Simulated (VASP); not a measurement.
The system is SrCuS2.

```xyz
8
Lattice="4.5594 0.0000 0.0000 0.0000 4.5594 0.0000 0.0000 0.0000 8.9251" Properties=species:S:1:pos:R:3 pbc="T T T"
Sr    1.1398    1.1398    6.2253
Sr    3.4195    3.4195    2.6999
Cu    1.1398    1.1398    0.8327
Cu    3.4195    3.4195    8.0924
S     1.1398    1.1398    3.1131
S     3.4195    3.4195    5.8121
S     3.4195    1.1398    0.0000
S     1.1398    3.4195    0.0000
```

```yaml
Program: VASP 6.6.1
Task: relaxation of cell and atoms
Functional: LDA
Potentials_or_basis: VASP PAW LDA potentials, release 64 (Sr_sv, Cu, S)
Cutoff: 600 eV
k_mesh: 4 × 4 × 2
Occupations: fermi-dirac, width 0.1 eV
Spin: collinear spin, zero start
Starting_moments: "[0.0, 0.0, 0.0, 0.0, 0.0, 0.0, 0.0, 0.0] μB"
```

At the start: pressure -8.8 GPa; volume 23.19 Å³/atom.

**Question.** Where does the relaxation end?

**Answer.** Over 23 steps the energy falls by 126.2 meV/atom and the volume is 19.63 Å³/atom (-15.3 %); space group P4/nmm (No. 129, to 0.05 Å); moment 0.00 μB per cell.

Step by step:
| step | energy change (eV) | largest force (eV/Å) | pressure (GPa) | volume (Å³) |
| --- | --- | --- | --- | --- |
| 1 | 0.0000 | 0.2910 | -8.75 | 185.54 |
| 2 | -0.8696 | 0.8869 | 3.04 | 153.51 |
| 3 | -0.9102 | 0.7236 | 0.31 | 158.27 |
| 4 | -0.9580 | 0.3093 | 0.22 | 157.91 |
| 5 | -0.9602 | 0.3962 | 0.24 | 157.81 |
| 6 | -0.9811 | 0.3001 | -0.23 | 158.40 |
| 7 | -0.9945 | 0.1312 | -0.99 | 159.52 |
| 8 | -1.0051 | 0.0709 | -0.04 | 157.38 |
| 9 | -1.0051 | 0.0744 | -0.06 | 157.31 |
| 10 | -1.0078 | 0.0554 | 0.09 | 157.14 |
| 11 | -1.0083 | 0.0846 | 0.21 | 156.96 |
| 12 | -1.0084 | 0.0765 | 0.23 | 157.01 |
| 13 | -1.0091 | 0.0404 | -0.10 | 157.64 |
| 14 | -1.0091 | 0.0451 | -0.14 | 157.55 |
| 15 | -1.0091 | 0.0490 | -0.09 | 157.47 |
| 16 | -1.0093 | 0.0271 | 0.01 | 157.35 |
| 17 | -1.0093 | 0.0358 | 0.03 | 157.32 |
| 18 | -1.0093 | 0.0325 | 0.03 | 157.33 |
| 19 | -1.0095 | 0.0265 | 0.03 | 157.37 |
| 20 | -1.0095 | 0.0144 | -0.11 | 157.45 |
| 21 | -1.0095 | 0.0156 | -0.11 | 157.43 |
| 22 | -1.0096 | 0.0119 | -0.12 | 157.34 |
| 23 | -1.0095 | 0.0077 | 0.05 | 157.08 |

Final structure:
```cif
data_structure
_symmetry_space_group_name_H-M 'P 1'
_symmetry_Int_Tables_number 1
_cell_length_a 4.2305
_cell_length_b 4.2305
_cell_length_c 8.7767
_cell_angle_alpha 90.000
_cell_angle_beta 90.000
_cell_angle_gamma 90.000
_cell_volume 157.08
loop_
_atom_site_label
_atom_site_type_symbol
_atom_site_fract_x
_atom_site_fract_y
_atom_site_fract_z
_atom_site_occupancy
Sr1 Sr 0.25000 0.25000 0.68835 1
Sr2 Sr 0.75000 0.75000 0.31165 1
Cu1 Cu 0.25000 0.25000 0.10320 1
Cu2 Cu 0.75000 0.75000 0.89680 1
S1 S 0.25000 0.25000 0.35918 1
S2 S 0.75000 0.75000 0.64082 1
S3 S 0.75000 0.25000 0.00000 1
S4 S 0.25000 0.75000 0.00000 1
```

Caveat: the volume moved by over 15 % at a fixed basis, so the end points are rough.
